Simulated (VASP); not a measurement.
# EuO (Fm-3m) in VASP: single point with LDA+U

Aim: the single point of EuO with LDA+U.

Program: VASP 6.6.1. These are calculated values, not measurements. Logs are shortened: lines on timing, memory, paths and dates and some standing lists are left out, and cuts for length are marked.

## 1. The cell of the first run

Symmetry: Fm-3m, No. 225, cubic system. Conventional cell: a = 5.144 Å, b = 5.144 Å, c = 5.144 Å, α = 90.00°, β = 90.00°, γ = 90.00°. Within 3.4 Å of Eu (site symmetry m-3m) lie 6 O at 2.57 Å. O (site symmetry m-3m) has 6 Eu at 2.57 Å within 3.4 Å.

## 2. Single point, LDA+U

Input file INCAR:

```
PREC = Accurate ; ENCUT = 600
EDIFF = 1E-6 ; ISMEAR = 0
SIGMA = 0.05 ; LREAL = F
LASPH = T ; NELM = 200
ALGO = Normal ; ISIF = 2
LWAVE = F ; LCHARG = F
LMAXMIX = 6 ; LDAU = T
LDAUTYPE = 2 ; LDAUL = 3 -1
LDAUU = 6 0 ; LDAUJ = 0 0
LDAUPRINT = 1 ; GGA = CA
NBANDS = 18 ; GGA_COMPAT = F
```

Input file KPOINTS:

```
regular mesh
0
Gamma
  10 10 10
```

Input file POSCAR:

```
EuO
1.0
    0.0000000000      2.5719519658      2.5719519658
    2.5719519658      0.0000000000      2.5719519658
    2.5719519658      2.5719519658      0.0000000000
Eu O
1 1
Direct
    0.5000000000      0.5000000000      0.5000000000
    0.0000000000      0.0000000000      0.0000000000
```

Potentials or basis: VASP PAW PBE potentials, release 64 (Eu, O).

Launch:

```bash
> cat potpaw_PBE.64/Eu/POTCAR potpaw_PBE.64/O/POTCAR > POTCAR
> mpirun -np 1 vasp_std > vasp.out
```

OUTCAR:

```text
PREC = Accurate
   ENCUT = 600
   EDIFF = 1E-6
   ISMEAR = 0
   LREAL = F
   LASPH = T
   NELM = 200
   ISIF = 2
   GGA = CA

 ion  position               nearest neighbor table
   1  0.500  0.500  0.500-   2 2.57   2 2.57   2 2.57   2 2.57   2 2.57   2 2.57
   2  0.000  0.000  0.000-   1 2.57   1 2.57   1 2.57   1 2.57   1 2.57   1 2.57

  LATTYP: Found a face centered cubic cell.
 ALAT       =     5.1439039316

  Lattice vectors:

 A1 = (   0.0000000000,   2.5719519658,   2.5719519658)
 A2 = (   2.5719519658,   0.0000000000,   2.5719519658)
 A3 = (   2.5719519658,   2.5719519658,   0.0000000000)

Analysis of symmetry for initial positions (statically):
=====================================================================
 Subroutine PRICEL returns:
 Original cell was already a primitive cell.

 Routine SETGRP: Setting up the symmetry group for a
 face centered cubic supercell.

 Subroutine GETGRP returns: Found 48 space group operations
 (whereof 48 operations were pure point group operations)
 out of a pool of 48 trial point group operations.

The static configuration has the point symmetry O_h .

Analysis of symmetry for dynamics (positions and initial velocities):
=====================================================================
 Subroutine PRICEL returns:
 Original cell was already a primitive cell.

 Routine SETGRP: Setting up the symmetry group for a
 face centered cubic supercell.

 Subroutine GETGRP returns: Found 48 space group operations
 (whereof 48 operations were pure point group operations)
 out of a pool of 48 trial point group operations.

The dynamic configuration has the point symmetry O_h .

 Subroutine INISYM returns: Found 48 space group operations
 (whereof 48 operations are pure point group operations),
 and found     1 'primitive' translations

----------------------------------------------------------------------------------------

                                     Primitive cell

  volume of cell :      34.0266

  direct lattice vectors                    reciprocal lattice vectors
     0.000000000  2.571951966  2.571951966    -0.194404875  0.194404875  0.194404875
     2.571951966  0.000000000  2.571951966     0.194404875 -0.194404875  0.194404875
     2.571951966  2.571951966  0.000000000     0.194404875  0.194404875 -0.194404875

  length of vectors
     3.637289352  3.637289352  3.637289352     0.336719120  0.336719120  0.336719120

  position of ions in fractional coordinates (direct lattice)
     0.500000000  0.500000000  0.500000000
     0.000000000  0.000000000  0.000000000

  ion indices of the primitive-cell ions
   primitive index   ion index
                 1           1
                 2           2

----------------------------------------------------------------------------------------

 KPOINTS: regular mesh

Automatic generation of k-mesh.
 Grid dimensions read from file:
 generate k-points for:   10   10   10

 Generating k-lattice:

  Cartesian coordinates                     Fractional coordinates (reciprocal lattice)
    -0.019440487  0.019440487  0.019440487     0.100000000  0.000000000  0.000000000
     0.019440487 -0.019440487  0.019440487     0.000000000  0.100000000  0.000000000
     0.019440487  0.019440487 -0.019440487     0.000000000  0.000000000  0.100000000

  Length of vectors
     0.033671912  0.033671912  0.033671912

  Shift w.r.t. Gamma in fractional coordinates (k-lattice)
     0.000000000  0.000000000  0.000000000

 Subroutine IBZKPT returns following result:
 ===========================================

 Found     47 irreducible k-points:

 Following reciprocal coordinates:
            Coordinates               Weight
  0.000000  0.000000  0.000000      1.000000
  0.100000  0.000000  0.000000      8.000000
  0.200000  0.000000  0.000000      8.000000
  0.300000  0.000000  0.000000      8.000000
  0.400000  0.000000  0.000000      8.000000
  0.500000  0.000000  0.000000      4.000000
[... 16 lines left out ...]
  0.300000  0.300000  0.000000      6.000000
  0.400000  0.300000  0.000000     24.000000
 [... further k-points ...]
   k-points           NKPTS =     47   k-points in BZ     NKDIM =     47   number of bands    NBANDS=     18
   number of dos      NEDOS =    301   number of ions     NIONS =      2
   total plane-waves  NPLWV =  27000
   dimension x,y,z NGX =    30 NGY =   30 NGZ =   30
   dimension x,y,z NGXF=    60 NGYF=   60 NGZF=   60
   ions per type =               1   1
   NGX,Y,Z   is equivalent  to a cutoff of  13.71, 13.71, 13.71 a.u.
   NGXF,Y,Z  is equivalent  to a cutoff of  27.42, 27.42, 27.42 a.u.
 SYSTEM =  unknown system
   PREC   = accura    normal or accurate (medium, high low for compatibility)
   ISTART =      0    job   : 0-new  1-cont  2-samecut
   ICHARG =      2    charge: 1-file 2-atom 10-const
   ISPIN  =      1    spin polarized calculation?
   LNONCOLLINEAR =      F non collinear calculations
   LSORBIT =      F    spin-orbit coupling
   LASPH  =      T    aspherical Exc in radial PAW
   ENCUT  =  600.0 eV  44.10 Ry    6.64 a.u.   7.26  7.26  7.26*2*pi/ulx,y,z
   NELM   =    200;   NELMIN=  2; NELMDL= -5     # of ELM steps
   EDIFF  = 0.1E-05   stopping-criterion for ELM
   LREAL  =      F    real-space projection
   EDIFFG = 0.1E-04   stopping-criterion for IOM
   NSW    =      0    number of steps for IOM
   IBRION =     -1    ionic relax: 0-MD 1-quasi-New 2-CG
   NFREE  =      0    steps in history (QN), initial steepest desc. (CG)
   ISIF   =      2    stress and relaxation
   ISYM   =      2    0-nonsym 1-usesym 2-fastsym
   POTIM  = 0.5000    time-step for ionic-motion
   TEBEG  =    0.0;   TEEND  =   0.0 temperature during run
   PSTRESS=    0.0 pullay stress
   NELECT =      23.0000    total number of electrons
   NUPDOWN=      -1.0000    fix difference up-down
   EMIN   =  10.00;   EMAX   =-10.00  energy-range for DOS
   EFERMI =   0.00;   METHOD = LEGACY
   ISMEAR =     0;   SIGMA  =   0.05  broadening in eV -4-tet -1-fermi 0-gaus
   EFERMI_NEDOS =   21; number of points for ismear=-14 and -15
   IALGO  =     38    algorithm
   IMIX   =      4    mixing-type and parameters
     AMIX     =   0.40;   BMIX     =  1.00
     AMIX_MAG =   1.60;   BMIX_MAG =  1.00
  volume/ion in A,a.u.               =      17.01       114.81
  Fermi-wavevector in a.u.,A,eV,Ry     =   1.436739  2.715043 28.085410  2.064219
  Thomas-Fermi vector in A             =   2.555894
   LORBIT       =      0    0 simple, 1 ext, 2 COOP (PROOUT), +10 PAW based schemes
 LDA+U is selected, type is set to LDAUTYPE =  2
   angular momentum for each species LDAUL =     3   -1
   U (eV)           for each species LDAUU =   6.0  0.0
   J (eV)           for each species LDAUJ =   0.0  0.0
   GGA     = CA    functional components
   LHFCALC =     F    Hartree Fock is set to
   AEXX    =    0.0000 exact exchange contribution
   IVDW    =     0    specifies the selected vdW correction
   LEPSILON=     F    determine dielectric tensor
   LRPA    =     F    only Hartree local field effects (RPA)
 non-spin polarized calculation
 Gauss-broadening in eV      SIGMA  =   0.05
  energy-cutoff  :      600.00
  volume of cell :       34.03
 maximum number of plane-waves:      1158
 NGX is ok and might be reduce to    30
   NGX = 15   NGY = 15   NGZ = 15

atom =   1  type =  1  l = 3

 onsite density matrix

spin component  1

  0.3927  0.0000 -0.4608  0.0000  0.0000 -0.0000  0.0000
  0.0000  0.0308 -0.0000  0.0000  0.0000 -0.0000  0.0000
 -0.4608 -0.0000  0.6307 -0.0000 -0.0000  0.0000 -0.0000
  0.0000  0.0000 -0.0000  0.0358  0.0000 -0.0000 -0.0000
  0.0000  0.0000 -0.0000  0.0000  0.6307 -0.0000  0.4608
 -0.0000 -0.0000  0.0000 -0.0000 -0.0000  0.9876  0.0000
  0.0000  0.0000 -0.0000 -0.0000  0.4608  0.0000  0.3927

spin component  2

  0.3927  0.0000 -0.4608  0.0000  0.0000 -0.0000  0.0000
  0.0000  0.0308 -0.0000  0.0000  0.0000 -0.0000  0.0000
 -0.4608 -0.0000  0.6307 -0.0000 -0.0000  0.0000 -0.0000
  0.0000  0.0000 -0.0000  0.0358  0.0000 -0.0000 -0.0000
  0.0000  0.0000 -0.0000  0.0000  0.6307 -0.0000  0.4608
 -0.0000 -0.0000  0.0000 -0.0000 -0.0000  0.9876  0.0000
  0.0000  0.0000 -0.0000 -0.0000  0.4608  0.0000  0.3927

 occupancies and eigenvectors

  o =  0.0308  v =  0.0000 -1.0000 -0.0000 -0.0000  0.0000 -0.0000 -0.0000  0.0000  0.0000  0.0000  0.0000  0.0000  0.0000  0.0000      0.0000  0.0000  0.0000  0.0000  0.0000  0.0000  0.0000  0.0000  0.0000  0.0000  0.0000  0.0000  0.0000  0.0000
  o =  0.0308  v =  0.0000  0.0000  0.0000  0.0000  0.0000  0.0000  0.0000  0.0000 -1.0000 -0.0000 -0.0000  0.0000 -0.0000 -0.0000      0.0000  0.0000  0.0000  0.0000  0.0000  0.0000  0.0000  0.0000  0.0000  0.0000  0.0000  0.0000  0.0000  0.0000
  o =  0.0358  v =  0.0000  0.0000 -0.0000 -1.0000  0.0000 -0.0000 -0.0000  0.0000  0.0000  0.0000  0.0000  0.0000  0.0000  0.0000      0.0000  0.0000  0.0000  0.0000  0.0000  0.0000  0.0000  0.0000  0.0000  0.0000  0.0000  0.0000  0.0000  0.0000
  o =  0.0358  v =  0.0000  0.0000  0.0000  0.0000  0.0000  0.0000  0.0000  0.0000  0.0000 -0.0000 -1.0000  0.0000 -0.0000 -0.0000      0.0000  0.0000  0.0000  0.0000  0.0000  0.0000  0.0000  0.0000  0.0000  0.0000  0.0000  0.0000  0.0000  0.0000
  o =  0.0358  v =  0.0000  0.0000  0.0000  0.0000  0.0000  0.0000  0.0000 -0.7906  0.0000 -0.6124  0.0000  0.0000 -0.0000  0.0000      0.0000  0.0000  0.0000  0.0000  0.0000  0.0000  0.0000  0.0000  0.0000  0.0000  0.0000  0.0000  0.0000  0.0000
  o =  0.0358  v = -0.7906  0.0000 -0.6124  0.0000  0.0000 -0.0000  0.0000  0.0000  0.0000  0.0000  0.0000  0.0000  0.0000  0.0000      0.0000  0.0000  0.0000  0.0000  0.0000  0.0000  0.0000  0.0000  0.0000  0.0000  0.0000  0.0000  0.0000  0.0000
  o =  0.0358  v =  0.0000  0.0000 -0.0000  0.0000  0.6124 -0.0000 -0.7906  0.0000  0.0000  0.0000  0.0000  0.0000  0.0000  0.0000      0.0000  0.0000  0.0000  0.0000  0.0000  0.0000  0.0000  0.0000  0.0000  0.0000  0.0000  0.0000  0.0000  0.0000
  o =  0.0358  v =  0.0000  0.0000  0.0000  0.0000  0.0000  0.0000  0.0000  0.0000  0.0000 -0.0000  0.0000  0.6124 -0.0000 -0.7906      0.0000  0.0000  0.0000  0.0000  0.0000  0.0000  0.0000  0.0000  0.0000  0.0000  0.0000  0.0000  0.0000  0.0000
  o =  0.9876  v =  0.0000  0.0000  0.0000  0.0000  0.0000  0.0000  0.0000  0.0000  0.0000  0.0000 -0.0000 -0.0000 -1.0000 -0.0000      0.0000  0.0000  0.0000  0.0000  0.0000  0.0000  0.0000  0.0000  0.0000  0.0000  0.0000  0.0000  0.0000  0.0000
  o =  0.9876  v =  0.0000  0.0000  0.0000 -0.0000 -0.0000 -1.0000 -0.0000  0.0000  0.0000  0.0000  0.0000  0.0000  0.0000  0.0000      0.0000  0.0000  0.0000  0.0000  0.0000  0.0000  0.0000  0.0000  0.0000  0.0000  0.0000  0.0000  0.0000  0.0000
  o =  0.9876  v =  0.0000  0.0000  0.0000  0.0000  0.0000  0.0000  0.0000  0.0000 -0.0000 -0.0000 -0.0000 -0.7906  0.0000 -0.6124      0.0000  0.0000  0.0000  0.0000  0.0000  0.0000  0.0000  0.0000  0.0000  0.0000  0.0000  0.0000  0.0000  0.0000
  o =  0.9876  v =  0.0000 -0.0000 -0.0000 -0.0000 -0.7906  0.0000 -0.6124  0.0000  0.0000  0.0000  0.0000  0.0000  0.0000  0.0000      0.0000  0.0000  0.0000  0.0000  0.0000  0.0000  0.0000  0.0000  0.0000  0.0000  0.0000  0.0000  0.0000  0.0000
  o =  0.9876  v = -0.6124  0.0000  0.7906 -0.0000 -0.0000  0.0000 -0.0000  0.0000  0.0000  0.0000  0.0000  0.0000  0.0000  0.0000      0.0000  0.0000  0.0000  0.0000  0.0000  0.0000  0.0000  0.0000  0.0000  0.0000  0.0000  0.0000  0.0000  0.0000
  o =  0.9876  v =  0.0000  0.0000  0.0000  0.0000  0.0000  0.0000  0.0000 -0.6124  0.0000  0.7906 -0.0000 -0.0000  0.0000 -0.0000      0.0000  0.0000  0.0000  0.0000  0.0000  0.0000  0.0000  0.0000  0.0000  0.0000  0.0000  0.0000  0.0000  0.0000

 number of electron      22.9999995 magnetization

 Free energy of the ion-electron system (eV)
  ---------------------------------------------------
  ext. energy  EPLUGINS =         0.00000000
  ---------------------------------------------------
  free energy    TOTEN  =       -14.01049615 eV

  energy without entropy =      -14.00697826  energy(sigma->0) =      -14.00873720

 E-fermi :   4.9898     XC(G=0): -11.5223

 val. band max:        4.9840645199   @ k =   0.2000   0.1000   0.0000
 cond. band min:       5.0175108150   @ k =  -0.2000   0.2000   0.0000
 fundamental gap:      0.0334462951
 Fermi energy:         4.9898403123

 k-point     1 :       0.0000    0.0000    0.0000
  band No.  band energies     occupation
      1     -37.2093      2.00000
      2     -15.6774      2.00000
      3     -15.6774      2.00000
      4     -15.6774      2.00000
      5     -14.1403      2.00000
      6       0.2933      2.00000
[... 481 lines left out ...]
      5     -13.6121      2.00000
      6      -0.5196      2.00000
[... 10 lines left out ...]
     17       7.3798      0.00000
     18       9.4552      0.00000

 [... further k-points ...]

------------------------ aborting loop because EDIFF is reached ----------------------------------------

  FORCE on cell =-STRESS in cart. coord.  units (eV):
  Direction    XX          YY          ZZ          XY          YZ          ZX
  --------------------------------------------------------------------------------------
  -------------------------------------------------------------------------------------
  Total       -4.4485507     -4.4485507     -4.4485507     -0.0000000      0.0000000     -0.0000000
  in kB     -209.4645678   -209.4645678   -209.4645678     -0.0000000      0.0000000     -0.0000000
  external PRESSURE =    -209.4645678 kB  Pullay stress =       0.0000000 kB

 VOLUME and BASIS-vectors are now :
 -----------------------------------------------------------------------------
  energy-cutoff  :      600.00
  volume of cell :       34.03
      direct lattice vectors                 reciprocal lattice vectors
     0.000000000  2.571951966  2.571951966    -0.194404875  0.194404875  0.194404875
     2.571951966  0.000000000  2.571951966     0.194404875 -0.194404875  0.194404875
     2.571951966  2.571951966  0.000000000     0.194404875  0.194404875 -0.194404875

 POSITION                                       TOTAL-FORCE (eV/Angst)
 -----------------------------------------------------------------------------------
      2.57195      2.57195      2.57195         0.000000      0.000000      0.000000
      0.00000      0.00000      0.00000        -0.000000     -0.000000     -0.000000
 -----------------------------------------------------------------------------------
    total drift:                                0.000000     -0.000000      0.000000

  FREE ENERGIE OF THE ION-ELECTRON SYSTEM (eV)
  ---------------------------------------------------
  free  energy   TOTEN  =       -14.0104961484 eV

  energy  without entropy=      -14.0069782564  energy(sigma->0) =      -14.00873720
```

Wall time 2.4 min (1 thread of Intel Xeon 6975P-C (Granite Rapids), shared host); peak memory 0.2 GiB.

What came out:

```
Free energy            : -14.0105 eV
Pressure               : -20.9 GPa
Band gap on the k mesh : zero (an odd number of electrons rules out a gap without spin polarisation)
```

Eigenvalues of the final occupation matrices:
```tsv
site	spin	trace	eigenvalues
site 1 f	1	3.10	0.03 0.04 0.04 0.04 0.99 0.99 0.99
site 1 f	2	3.10	0.03 0.04 0.04 0.04 0.99 0.99 0.99
```

Caveat: the cell stands under tension; the PAW data sets were made with another functional, which shifts forces and pressure a little; spin-orbit coupling is left out, which moves the levels of the heavy elements; an odd number of electrons without spin polarisation forces a metal; a magnetic or distorted state may lie lower; the run has no spin polarisation, though such a crystal can be magnetic; U without spin polarisation on a metal has little footing. Spin polarisation is off, so any magnetic state and its effect on volume and gap are missing.
